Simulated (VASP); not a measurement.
H:

```xyz
2
Lattice="2.0150 0.0000 0.0000 -1.0075 1.7450 0.0000 0.0000 0.0000 3.2370" Properties=species:S:1:pos:R:3 pbc="T T T"
H     0.0000    1.1634    0.8093
H     1.0075    0.5817    2.4278
```

Base run:

```yaml
Program: VASP 6.6.1
Functional: PBEsol
Potentials_or_basis: VASP PAW PBE potentials, release 64 (H)
Cutoff: 500 eV
k_mesh: 13 × 13 × 7
Occupations: fermi-dirac, width 0.03 eV
Spin: no spin polarisation
```

Its results: band gap on the k mesh zero (bands 1 and 2 overlap by 8.81 eV); pressure -25.6 GPa.

Task: The run is repeated on the same cell with these changes: functional from PBEsol to r2SCAN; cutoff from 500 eV to 550 eV. What comes out?

Result: Band gap on the k mesh zero (bands 1 and 2 overlap by 9.27 eV); pressure -24.8 GPa.

Caveats: the atoms stand far beyond bonding distance, and open shells without spin polarisation read as a metal; the PAW data sets were made with another functional, which shifts forces and pressure a little; the cell stands under tension (at least some runs); the stress differs along the axes, from -29 to -23 GPa (at least some runs).
